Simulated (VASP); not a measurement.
MgTe, 4 atoms in the cell. It takes space group P6_3mc (No. 186, hexagonal). Conventional cell: a = 4.669 Å, b = 4.669 Å, c = 7.334 Å, α = 90.00°, β = 90.00°, γ = 120.00°. Mg (site symmetry 3m) has 4 Te at 2.81 to 2.83 Å within 3.7 Å. Te (site symmetry 3m) has 4 Mg at 2.81 to 2.83 Å within 3.7 Å.  This cell differs from its parent crystal: epitaxial xy strain +2.0%.

| Property | Result |
| --- | --- |
| Program | VASP 6.6.1 |
| Task | single point |
| Functional | HSE06 |
| Potentials or basis | VASP PAW PBE potentials, release 64 (Mg, Te) |
| Cutoff | 520 eV |
| k mesh | 6 × 6 × 2 |
| Occupations | gaussian, width 0.01 eV |
| Spin | no spin polarisation |
| Dipole correction | no |
| Grid for exact exchange (PRECFOCK) | Normal |
| Further INCAR settings | ALGO = Normal; EDIFF = 1e-06; NBANDS = 16 |
| Share of exact exchange | 0.25 |
| Screening parameter | 0.2079 1/Å |

Potentials or basis: VASP PAW PBE potentials, release 64 (Mg, Te).

Launch:

```console
$ cat potpaw_PBE.64/Mg/POTCAR potpaw_PBE.64/Te/POTCAR > POTCAR
$ cp INCAR.step1 INCAR
$ mpirun -np 1 vasp_std > vasp.out
$ cp INCAR.step2 INCAR
$ mpirun -np 1 vasp_std > vasp.out
```

Hardware: 1 thread of Intel(R) Xeon(R) Platinum 8259CL CPU @ 2.50GHz (Skylake/Cascade Lake) (shared host).

Q: Estimate the wall time of this run.

A: Wall time 27 min on 1 thread of Intel(R) Xeon(R) Platinum 8259CL CPU @ 2.50GHz (Skylake/Cascade Lake), with other jobs on the host, peak memory 0.38 GiB. Counts: k points 14.
